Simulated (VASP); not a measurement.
Pt, 1 atom in the cell. The structure is cubic, space group Fm-3m (No. 225). The conventional cell has a = 3.918 Å, b = 3.918 Å, c = 3.918 Å, α = 90.00°, β = 90.00°, γ = 90.00°. Pt (site symmetry m-3m) has 12 Pt at 2.77 Å within 3.7 Å. 

| Property | Result |
| --- | --- |
| Program | VASP 6.6.1 |
| Task | single point |
| Functional | PBEsol |
| Potentials or basis | VASP PAW PBE potentials, release 64 (Pt) |
| Cutoff | 520 eV |
| k mesh | 14 × 14 × 14 |
| Occupations | fermi-dirac, width 0.05 eV |
| Spin | non-collinear spin, typed start, spin-orbit coupling |
| Starting moments | [[0.0, 0.0, 1.0]] μB |
| Dipole correction | no |
| Further INCAR settings | ALGO = Normal; EDIFF = 1e-06; NBANDS = 21 |

Potentials or basis: VASP PAW PBE potentials, release 64 (Pt).

Launch:

```console
$ cat potpaw_PBE.64/Pt/POTCAR > POTCAR
$ mpirun -np 1 vasp_ncl > vasp.out
```

Hardware: 1 thread of AMD EPYC 7R13, on a shared host.

**Question.** How long does it take, and how much memory?

**Answer.** Wall time 8.7 min on 1 thread of AMD EPYC 7R13, on a shared host, peak memory 0.29 GiB. Counts: scf iterations 13, k points 376.
